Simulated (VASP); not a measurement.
# Cr (Im-3m) in VASP: further runs

Runs on Cr. Level: LDA. Tasks: single point, relaxation of cell and atoms.

Program: VASP 6.6.1. These are calculated values, not measurements. Logs are shortened: lines on timing, memory, paths and dates and some standing lists are left out, and cuts for length are marked.

### 1 The cell of the first run

The structure is cubic, space group Im-3m (No. 229). The conventional cell has a = 2.790 Å, b = 2.790 Å, c = 2.790 Å, α = 90.00°, β = 90.00°, γ = 90.00°. Cr (site symmetry m-3m) has 14 Cr at 2.42 to 2.79 Å within 3.2 Å.

### 2 Single point, LDA

INCAR

```
ALGO = Fast
EDIFF = 1E-6
ENCUT = 520
ISIF = 2
ISMEAR = 0
LASPH = T
LCHARG = F
LREAL = F
LWAVE = F
NBANDS = 12
NELM = 80
PREC = Accurate
SIGMA = 0.1
```

KPOINTS

```
k-points
0
Gamma
  10 10 10
```

POSCAR

```
Cr
1.0
   -1.3950595363      1.3950595363      1.3950595363
    1.3950595363     -1.3950595363      1.3950595363
    1.3950595363      1.3950595363     -1.3950595363
Cr
1
Direct
    0.0000000000      0.0000000000      0.0000000000
```

Potentials or basis: VASP PAW LDA potentials, release 64 (Cr_pv).

Launch:

```
cat potpaw_LDA.64/Cr_pv/POTCAR > POTCAR
mpirun -np 1 vasp_std > vasp.out
```

OUTCAR:

```text
EDIFF = 1E-6
   ENCUT = 520
   ISIF = 2
   ISMEAR = 0
   LASPH = T
   LREAL = F
   NELM = 80
   PREC = Accurate

 ion  position               nearest neighbor table
   1  0.000  0.000  0.000-

  LATTYP: Found a body centered cubic cell.
 ALAT       =     2.7901190726

  Lattice vectors:

 A1 = (  -1.3950595363,   1.3950595363,   1.3950595363)
 A2 = (   1.3950595363,  -1.3950595363,   1.3950595363)
 A3 = (   1.3950595363,   1.3950595363,  -1.3950595363)

Analysis of symmetry for initial positions (statically):
=====================================================================
 Subroutine PRICEL returns:
 Original cell was already a primitive cell.

 Routine SETGRP: Setting up the symmetry group for a
 body centered cubic supercell.

 Subroutine GETGRP returns: Found 48 space group operations
 (whereof 48 operations were pure point group operations)
 out of a pool of 48 trial point group operations.

The static configuration has the point symmetry O_h .

Analysis of symmetry for dynamics (positions and initial velocities):
=====================================================================
 Subroutine PRICEL returns:
 Original cell was already a primitive cell.

 Routine SETGRP: Setting up the symmetry group for a
 body centered cubic supercell.

 Subroutine GETGRP returns: Found 48 space group operations
 (whereof 48 operations were pure point group operations)
 out of a pool of 48 trial point group operations.

The dynamic configuration has the point symmetry O_h .

 Subroutine INISYM returns: Found 48 space group operations
 (whereof 48 operations are pure point group operations),
 and found     1 'primitive' translations

----------------------------------------------------------------------------------------

                                     Primitive cell

  volume of cell :      10.8602

  direct lattice vectors                    reciprocal lattice vectors
    -1.395059536  1.395059536  1.395059536     0.000000000  0.358407643  0.358407643
     1.395059536 -1.395059536  1.395059536     0.358407643  0.000000000  0.358407643
     1.395059536  1.395059536 -1.395059536     0.358407643  0.358407643  0.000000000

  length of vectors
     2.416313996  2.416313996  2.416313996     0.506864949  0.506864949  0.506864949

  position of ions in fractional coordinates (direct lattice)
     0.000000000  0.000000000  0.000000000

  ion indices of the primitive-cell ions
   primitive index   ion index
                 1           1

----------------------------------------------------------------------------------------

 KPOINTS: k-points

Automatic generation of k-mesh.
 Grid dimensions read from file:
 generate k-points for:   10   10   10

 Generating k-lattice:

  Cartesian coordinates                     Fractional coordinates (reciprocal lattice)
     0.000000000  0.035840764  0.035840764     0.100000000  0.000000000  0.000000000
     0.035840764  0.000000000  0.035840764     0.000000000  0.100000000  0.000000000
     0.035840764  0.035840764  0.000000000     0.000000000  0.000000000  0.100000000

  Length of vectors
     0.050686495  0.050686495  0.050686495

  Shift w.r.t. Gamma in fractional coordinates (k-lattice)
     0.000000000  0.000000000  0.000000000

 Subroutine IBZKPT returns following result:
 ===========================================

 Found     47 irreducible k-points:

 Following reciprocal coordinates:
            Coordinates               Weight
  0.000000  0.000000  0.000000      1.000000
  0.100000  0.000000  0.000000     12.000000
  0.200000  0.000000  0.000000     12.000000
  0.300000  0.000000  0.000000     12.000000
  0.400000  0.000000  0.000000     12.000000
  0.500000  0.000000  0.000000      6.000000
[... 16 lines left out ...]
  0.300000  0.300000  0.100000      8.000000
 -0.300000  0.300000  0.100000     24.000000
 [... further k-points ...]
   k-points           NKPTS =     47   k-points in BZ     NKDIM =     47   number of bands    NBANDS=     12
   number of dos      NEDOS =    301   number of ions     NIONS =      1
   total plane-waves  NPLWV =   5832
   dimension x,y,z NGX =    18 NGY =   18 NGZ =   18
   dimension x,y,z NGXF=    36 NGYF=   36 NGZF=   36
   ions per type =               1
   NGX,Y,Z   is equivalent  to a cutoff of  12.38, 12.38, 12.38 a.u.
   NGXF,Y,Z  is equivalent  to a cutoff of  24.77, 24.77, 24.77 a.u.
 SYSTEM =  unknown system
   PREC   = accura    normal or accurate (medium, high low for compatibility)
   ISTART =      0    job   : 0-new  1-cont  2-samecut
   ICHARG =      2    charge: 1-file 2-atom 10-const
   ISPIN  =      1    spin polarized calculation?
   LNONCOLLINEAR =      F non collinear calculations
   LSORBIT =      F    spin-orbit coupling
   LASPH  =      T    aspherical Exc in radial PAW
   ENCUT  =  520.0 eV  38.22 Ry    6.18 a.u.   4.49  4.49  4.49*2*pi/ulx,y,z
   NELM   =     80;   NELMIN=  2; NELMDL= -5     # of ELM steps
   EDIFF  = 0.1E-05   stopping-criterion for ELM
   LREAL  =      F    real-space projection
   EDIFFG = 0.1E-04   stopping-criterion for IOM
   NSW    =      0    number of steps for IOM
   IBRION =     -1    ionic relax: 0-MD 1-quasi-New 2-CG
   NFREE  =      0    steps in history (QN), initial steepest desc. (CG)
   ISIF   =      2    stress and relaxation
   ISYM   =      2    0-nonsym 1-usesym 2-fastsym
   POTIM  = 0.5000    time-step for ionic-motion
   TEBEG  =    0.0;   TEEND  =   0.0 temperature during run
   PSTRESS=    0.0 pullay stress
   NELECT =      12.0000    total number of electrons
   NUPDOWN=      -1.0000    fix difference up-down
   EMIN   =  10.00;   EMAX   =-10.00  energy-range for DOS
   EFERMI =   0.00;   METHOD = LEGACY
   ISMEAR =     0;   SIGMA  =   0.10  broadening in eV -4-tet -1-fermi 0-gaus
   EFERMI_NEDOS =   21; number of points for ismear=-14 and -15
   IALGO  =     68    algorithm
   IMIX   =      4    mixing-type and parameters
     AMIX     =   0.40;   BMIX     =  1.00
     AMIX_MAG =   1.60;   BMIX_MAG =  1.00
  volume/ion in A,a.u.               =      10.86        73.29
  Fermi-wavevector in a.u.,A,eV,Ry     =   1.692476  3.198316 38.973546  2.864475
  Thomas-Fermi vector in A             =   2.774056
   LORBIT       =      0    0 simple, 1 ext, 2 COOP (PROOUT), +10 PAW based schemes
   GGA     = CA    functional components
   LHFCALC =     F    Hartree Fock is set to
   AEXX    =    0.0000 exact exchange contribution
   IVDW    =     0    specifies the selected vdW correction
   LEPSILON=     F    determine dielectric tensor
   LRPA    =     F    only Hartree local field effects (RPA)
 non-spin polarized calculation
 RMM-DIIS sequential band-by-band and
 Gauss-broadening in eV      SIGMA  =   0.10
  energy-cutoff  :      520.00
  volume of cell :       10.86
 maximum number of plane-waves:       321
 NGX is ok and might be reduce to    18
   NGX =  9   NGY =  9   NGZ =  9

 number of electron      12.0000011 magnetization

 Free energy of the ion-electron system (eV)
  ---------------------------------------------------
  ext. energy  EPLUGINS =         0.00000000
  ---------------------------------------------------
  free energy    TOTEN  =       -10.62017916 eV

  energy without entropy =      -10.61558953  energy(sigma->0) =      -10.61788435

 E-fermi :  11.7472     XC(G=0): -14.3689

 val. band max:       11.6866452036   @ k =   0.1000   0.1000   0.0000
 cond. band min:      11.7889203349   @ k =  -0.2000   0.2000   0.1000
 fundamental gap:      0.1022751314
 Fermi energy:        11.7471899437

 k-point     1 :       0.0000    0.0000    0.0000
  band No.  band energies     occupation
      1     -30.5582      2.00000
      2     -30.5582      2.00000
      3     -30.5582      2.00000
      4       3.7060      2.00000
      5      10.6869      2.00000
      6      10.6869      2.00000
      7      10.6869      2.00000
      8      12.8636      0.00000
      9      12.8636      0.00000
     10      17.0670      0.00000
     11      34.5150      0.00000
     12      34.5150      0.00000

 k-point     2 :       0.1000    0.0000    0.0000
  band No.  band energies     occupation
      1     -30.6730      2.00000
      2     -30.5928      2.00000
      3     -30.5590      2.00000
      4       4.1645      2.00000
      5      10.5050      2.00000
      6      10.6475      2.00000
      7      11.0098      2.00000
      8      12.6766      0.00000
      9      12.8776      0.00000
     10      17.0670      0.00000
     11      33.6351      0.00000
     12      34.3746      0.00000

 k-point     3 :       0.2000    0.0000    0.0000
  band No.  band energies     occupation
      1     -30.9678      2.00000
      2     -30.6827      2.00000
      3     -30.5614      2.00000
      4       5.3759      2.00000
      5      10.0526      2.00000
      6      10.4437      2.00000
      7      11.9077      0.02319
      8      12.4833      0.00000
      9      12.9348      0.00000
     10      17.0668      0.00000
     11      31.0986      0.00000
     12      33.2586      0.00000
[... 286 lines left out ...]
 k-point    23 :       0.3000    0.3000    0.1000
  band No.  band energies     occupation
      1     -31.2797      2.00000
      2     -31.2797      2.00000
      3     -30.8003      2.00000
      4       8.5502      2.00000
      5       9.5281      2.00000
      6       9.5281      2.00000
      7      13.2417      0.00000
      8      13.2417      0.00000
      9      17.0646      0.00000
     10      21.2639      0.00000
     11      21.2639      0.00000
     12      23.8287      0.00000

 k-point    24 :      -0.3000    0.3000    0.1000
  band No.  band energies     occupation
      1     -31.3045      2.00000
      2     -30.8315      2.00000
      3     -30.6470      2.00000
      4       6.9859      2.00000
      5       9.8705      2.00000
      6      10.2187      2.00000
      7      12.1218      0.00000
      8      13.0728      0.00000
      9      13.6086      0.00000
     10      17.0667      0.00000
     11      27.7793      0.00000
     12      31.3594      0.00000

 [... further k-points ...]

------------------------ aborting loop because EDIFF is reached ----------------------------------------

  FORCE on cell =-STRESS in cart. coord.  units (eV):
  Direction    XX          YY          ZZ          XY          YZ          ZX
  --------------------------------------------------------------------------------------
  -------------------------------------------------------------------------------------
  Total       -0.0024734     -0.0024734     -0.0024734      0.0000000      0.0000000     -0.0000000
  in kB       -0.3648974     -0.3648974     -0.3648974      0.0000000      0.0000000     -0.0000000
  external PRESSURE =      -0.3648974 kB  Pullay stress =       0.0000000 kB

 VOLUME and BASIS-vectors are now :
 -----------------------------------------------------------------------------
  energy-cutoff  :      520.00
  volume of cell :       10.86
      direct lattice vectors                 reciprocal lattice vectors
    -1.395059536  1.395059536  1.395059536     0.000000000  0.358407643  0.358407643
     1.395059536 -1.395059536  1.395059536     0.358407643  0.000000000  0.358407643
     1.395059536  1.395059536 -1.395059536     0.358407643  0.358407643  0.000000000

 POSITION                                       TOTAL-FORCE (eV/Angst)
 -----------------------------------------------------------------------------------
      0.00000      0.00000      0.00000         0.000000     -0.000000     -0.000000
 -----------------------------------------------------------------------------------
    total drift:                                0.000000      0.000000      0.000000

  FREE ENERGIE OF THE ION-ELECTRON SYSTEM (eV)
  ---------------------------------------------------
  free  energy   TOTEN  =       -10.6201791644 eV

  energy  without entropy=      -10.6155895336  energy(sigma->0) =      -10.61788435
```

Wall time 5.2 s (1 thread of Intel Xeon Platinum 8259CL at 2.50GHz (Skylake/Cascade Lake), shared host); peak memory 0.11 GiB.

What came out:

* Free energy: -10.6202 eV
* Pressure: 0.0 GPa
* Band gap on the k mesh: zero (band 6 reaches 14.38 eV, above the bottom of band 7 at 10.69 eV)

Levels at points of the mesh, in eV from the Fermi level:
| k point | band 3 | band 4 | band 5 | band 6 | band 7 | band 8 | band 9 | band 10 |
| --- | --- | --- | --- | --- | --- | --- | --- | --- |
| (0.00, 0.00, 0.00) | -42.31 | -8.04 | -1.06 | -1.06 | -1.06 | 1.12 | 1.12 | 5.32 |
| (0.50, 0.00, 0.00) | -42.32 | -4.81 | -2.75 | 1.15 | 1.34 | 1.50 | 3.07 | 5.32 |
| (0.50, 0.50, 0.50) | -43.08 | -4.80 | -4.80 | 2.63 | 2.63 | 2.63 | 5.32 | 11.15 |

Caveat: the run has no spin polarisation, though such a crystal can be magnetic. Spin polarisation is off, so any magnetic state and its effect on volume and gap are missing.

### 3 Single point, LDA, collinear spin, ferromagnetic start

This run uses another cell than the first one, of 11.99 Å³/atom, 1.104 times its volume.

INCAR

```
ALGO = Normal
EDIFF = 1E-6
ENCUT = 520
ISIF = 2
ISMEAR = 0
ISPIN = 2
LASPH = True
LCHARG = False
LMAXMIX = 4
LORBIT = 11
LREAL = False
LWAVE = False
MAGMOM = 3
NBANDS = 16
NELM = 150
PREC = Accurate
SIGMA = 0.1
```

KPOINTS

```
k-points
0
Gamma
  8 8 8
```

POSCAR

```
Cr
1.0
   -1.4419500000      1.4419500000      1.4419500000
    1.4419500000     -1.4419500000      1.4419500000
    1.4419500000      1.4419500000     -1.4419500000
Cr
1
Direct
    0.0000000000      0.0000000000      0.0000000000
```

Potentials or basis: VASP PAW LDA potentials, release 64 (Cr_pv).

Launch:

```
cat potpaw_LDA.64/Cr_pv/POTCAR > POTCAR
mpirun -np 1 vasp_std > vasp.out
```

Wall time 9.2 s (1 thread of Intel Xeon Platinum 8259CL at 2.50GHz (Skylake/Cascade Lake), shared host); peak memory 0.12 GiB.

Results (log left out):

* Free energy: -10.5298 eV
* Pressure: -24.1 GPa
* Band gap on the k mesh: zero (filled and empty bands overlap)
* Net moment: 0.00 μB per cell
* Valence electrons inside the program's atomic spheres: Cr 10.98

Levels at points of the mesh, in eV from the Fermi level:
Spin up:
| k point | band 3 | band 4 | band 5 | band 6 | band 7 | band 8 | band 9 | band 10 |
| --- | --- | --- | --- | --- | --- | --- | --- | --- |
| (0.00, 0.00, 0.00) | -42.24 | -7.47 | -0.72 | -0.72 | -0.72 | 1.18 | 1.18 | 5.45 |
| (0.50, 0.00, 0.00) | -42.24 | -4.08 | -2.18 | 1.19 | 1.30 | 1.49 | 2.86 | 5.44 |
| (0.50, 0.50, 0.50) | -42.82 | -3.96 | -3.96 | 2.49 | 2.49 | 2.49 | 5.44 | 10.46 |
Spin down:
```
           k point  band 3  band 4  band 5  band 6  band 7  band 8  band 9  band 10
(0.00, 0.00, 0.00)  -42.24   -7.47   -0.72   -0.72   -0.72    1.18    1.18     5.45
(0.50, 0.00, 0.00)  -42.24   -4.08   -2.18    1.19    1.30    1.49    2.86     5.44
(0.50, 0.50, 0.50)  -42.82   -3.96   -3.96    2.49    2.49    2.49    5.44    10.46
```

Caveat: the k points lie up to 0.39 Å⁻¹ apart; the starting moments collapsed, and a magnetic state may lie lower.

### 4 Relaxation of cell and atoms, LDA

This run uses another cell than the first one, of 11.99 Å³/atom, 1.104 times its volume.

INCAR

```
PREC = Accurate
ENCUT = 600
EDIFF = 1E-6
ISMEAR = 0
SIGMA = 0.1
LREAL = F
LASPH = T
NELM = 80
ALGO = Normal
ISIF = 3
LWAVE = F
LCHARG = F
IBRION = 2
NSW = 100
EDIFFG = -0.05
```

KPOINTS

```
regular mesh
0
Gamma
  10 10 10
```

POSCAR is that of step 3.

Launch:

```
cat potpaw_LDA.64/Cr_pv/POTCAR > POTCAR
mpirun -np 1 vasp_std > vasp.out
```

Run time: 13 s. Hardware: 1 thread of Intel Xeon Platinum 8259CL at 2.50GHz (Skylake/Cascade Lake), shared host; peak memory 0.12 GiB.

It converged, with:

```yaml
Free_energy: -10.6212 eV
Relaxed_volume: 10.87 Å³/atom
Relaxed_cell: a = 2.417 Å, b = 2.417 Å, c = 2.417 Å, α = 109.47°, β = 109.47°, γ = 109.47°
Space_group_after_relaxing_to_0.05_Å: Im-3m (No. 229)
Energy_gained_by_relaxing: 94.3 meV/atom
Ionic_steps: 4
Pressure_after_relaxing: -0.3 GPa
Band_gap_on_the_k_mesh: zero (band 6 reaches 14.37 eV, above the bottom of band 7 at 10.68 eV)
```

The path:
| step | energy change (eV) | largest force (eV/Å) | pressure (GPa) | volume (Å³) |
| --- | --- | --- | --- | --- |
| 1 | 0.0000 | 0.0000 | -24.26 | 11.99 |
| 2 | 0.2597 | 0.0000 | 75.14 | 9.11 |
| 3 | -0.0940 | 0.0000 | -1.71 | 10.92 |
| 4 | -0.0943 | 0.0000 | -0.29 | 10.87 |

Final structure:
```
CELL_PARAMETERS angstrom
-1.39528 1.39528 1.39528
1.39528 -1.39528 1.39528
1.39528 1.39528 -1.39528
ATOMIC_POSITIONS crystal
Cr 0.00000 0.00000 0.00000
```

Levels at points of the mesh, in eV from the Fermi level:
| k point | band 2 | band 3 | band 4 | band 5 | band 6 | band 7 | band 8 | band 9 | band 10 |
| --- | --- | --- | --- | --- | --- | --- | --- | --- | --- |
| (0.00, 0.00, 0.00) | -42.31 | -42.31 | -8.04 | -1.06 | -1.06 | -1.06 | 1.12 | 1.12 | 5.32 |
| (0.50, 0.00, 0.00) | -42.66 | -42.32 | -4.80 | -2.75 | 1.15 | 1.33 | 1.49 | 3.06 | 5.32 |
| (0.50, 0.50, 0.50) | -43.08 | -43.08 | -4.80 | -4.80 | 2.63 | 2.63 | 2.63 | 5.32 | 11.14 |

Caveat: the run has no spin polarisation, though such a crystal can be magnetic. LDA usually gives volumes a few per cent too small.

### 5 Single point, LDA

INCAR

```
SYSTEM = Cr
PREC = Accurate
ENCUT = 520
EDIFF = 1E-7
ISMEAR = 0
SIGMA = 0.1
LREAL = .False.
LASPH = .True.
NELM = 80
ALGO = Normal
ISIF = 2
LWAVE = .False.
LCHARG = .True.
GGA = CA
LELF = .True.
LVHAR = .True.
NBANDS = 12
```

KPOINTS

```
Automatic mesh
0
Gamma
  20 20 20
  0 0 0
```

POSCAR

```
Cr
1.0
   -1.3941575143      1.3941575143      1.3941575143
    1.3941575143     -1.3941575143      1.3941575143
    1.3941575143      1.3941575143     -1.3941575143
Cr
1
Direct
    0.0000000000      0.0000000000      0.0000000000
```

Launch:

```
cat potpaw_LDA.64/Cr_pv/POTCAR > POTCAR
mpirun -np 1 vasp_std > vasp.out
```

It took 21 s on 1 thread of Intel Xeon Platinum 8259CL at 2.50GHz (Skylake/Cascade Lake), shared host; peak memory 0.14 GiB.

The run converged. Its results:

```yaml
Free_energy: -10.6321 eV
Pressure: 0.1 GPa
Band_gap_on_the_k_mesh: zero (band 6 reaches 14.43 eV, above the bottom of band 7 at 10.72 eV)
```

Levels at points of the mesh, in eV from the Fermi level:
```csv
k point,band 4,band 5,band 6,band 7,band 8,band 9
"(0.00, 0.00, 0.00)",-8.02,-1.02,-1.02,-1.02,1.16,1.16
"(0.50, 0.00, 0.00)",-4.78,-2.72,1.19,1.37,1.54,3.12
"(0.50, 0.50, 0.50)",-4.78,-4.78,2.68,2.68,2.68,5.37
```

Caveat: the run has no spin polarisation, though such a crystal can be magnetic.

(Part 1 of 2 ends here.)
